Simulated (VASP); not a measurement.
Wanted: the native input for a VASP 6.6.1 run.

```yaml
Task: single point
Functional: r2SCAN
Dispersion: D3(BJ)
Potentials_or_basis: VASP PAW PBE potentials, release 64 (Mn_pv, S)
Cutoff: 520 eV
k_mesh: 9 × 9 × 9
Occupations: fermi-dirac, width 0.05 eV
Spin: collinear spin, ferromagnetic start
Starting_moments: "[4.0, 0.0] μB"
Dipole_correction: no
Further_INCAR_settings: ALGO = Normal; EDIFF = 1e-06; NBANDS = 20
```

The system is MnS.

```
Mn S
1.0
     0.00000    2.55133    2.55133
     2.55133    0.00000    2.55133
     2.55133    2.55133    0.00000
Mn S
1 1
Direct
  0.00000 0.00000 0.00000
  0.50000 0.50000 0.50000
```

These files were run (other wordings do the same):

POSCAR

```
MnS
1.0
    0.0000000000      2.5513320201      2.5513320201
    2.5513320201      0.0000000000      2.5513320201
    2.5513320201      2.5513320201      0.0000000000
Mn S
1 1
Direct
    0.0000000000      0.0000000000      0.0000000000
    0.5000000000      0.5000000000      0.5000000000
```

INCAR.step1

```
SYSTEM = MnS
PREC = Accurate
ENCUT = 520
ISMEAR = -1
SIGMA = 0.05
LREAL = .False.
LASPH = .True.
NELM = 150
ISPIN = 2
MAGMOM = 4 0
LMAXMIX = 4
NBANDS = 20
GGA = PE
ALGO = Normal
EDIFF = 1E-4
LWAVE = .True.
LCHARG = .False.
```

INCAR.step2

```
SYSTEM = MnS
PREC = Accurate
ENCUT = 520
EDIFF = 1E-6
ISMEAR = -1
SIGMA = 0.05
LREAL = .False.
LASPH = .True.
NELM = 150
ALGO = Normal
ISIF = 2
LWAVE = .False.
LCHARG = .False.
ISPIN = 2
MAGMOM = 4 0
LORBIT = 11
LMAXMIX = 4
METAGGA = R2SCAN
LMIXTAU = .True.
IVDW = 12
VDW_S6 = 1.0
VDW_S8 = 0.78981345
VDW_A1 = 0.49484001
VDW_A2 = 5.73083694
NBANDS = 20
ISTART = 1
```

KPOINTS

```
Automatic mesh
0
Gamma
  9 9 9
  0 0 0
```

Potentials or basis: VASP PAW PBE potentials, release 64 (Mn_pv, S).

Launch:

```sh
$ cat potpaw_PBE.64/Mn_pv/POTCAR potpaw_PBE.64/S/POTCAR > POTCAR
$ cp INCAR.step1 INCAR
$ mpirun -np 1 vasp_std > vasp.out
$ cp INCAR.step2 INCAR
$ mpirun -np 1 vasp_std > vasp.out
```

It gave:

```yaml
Pressure: 3.1 GPa
Net_moment: 4.88 μB per cell
Site_moments: Mn +4.42; S +0.13 μB
Valence_electrons_inside_the_program's_atomic_spheres: Mn 11.34; S 3.81
Dispersion_energy_per_atom: -0.204 eV
```

Caveat: the PAW data sets were made with another functional, which shifts forces and pressure a little; a cell with one magnetic atom can't hold antiferromagnetic order, which such compounds often take; pairwise dispersion overbinds metals, which lowers pressure and volume.

It took 4.4 min on 1 thread of Intel(R) Xeon(R) Platinum 8375C CPU @ 2.90GHz (Ice Lake), on a shared host, peak memory 0.21 GiB.
